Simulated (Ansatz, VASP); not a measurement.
# One calculation of GaP, two programs

```
CELL_PARAMETERS angstrom
0.00000 2.55854 2.55854
2.55854 0.00000 2.55854
2.55854 2.55854 0.00000
ATOMIC_POSITIONS crystal
Ga 0.00000 0.00000 0.00000
P 0.50000 0.50000 0.50000
```

Alike in both runs: task single point; functional PBE; k mesh 6 × 6 × 6; occupations fermi-dirac, width 0.02 eV; collinear spin.

|  | VASP | Ansatz |
| --- | --- | --- |
| version | VASP 6.6.1 | Ansatz 0.2.0 |
| potentials or method | VASP PAW PBE potentials, release 64 (Ga_d, P) | plane waves |
| plane-wave cutoff (eV) | 520 | 420 |
| valence electrons in the cell | 18 | 18 |

```tsv
	VASP	Ansatz	Ansatz less VASP
gap on the k mesh at the Fermi level (eV)	none	none	-
pressure (GPa)	2.3	2.3	-0.07
net moment per atom (μB)	0.00	0.00	0.000
```

A gap of «none» marks a metal or a gap that the smearing closes. Ansatz's warnings: moment headroom below auto, seeded moment not kept.
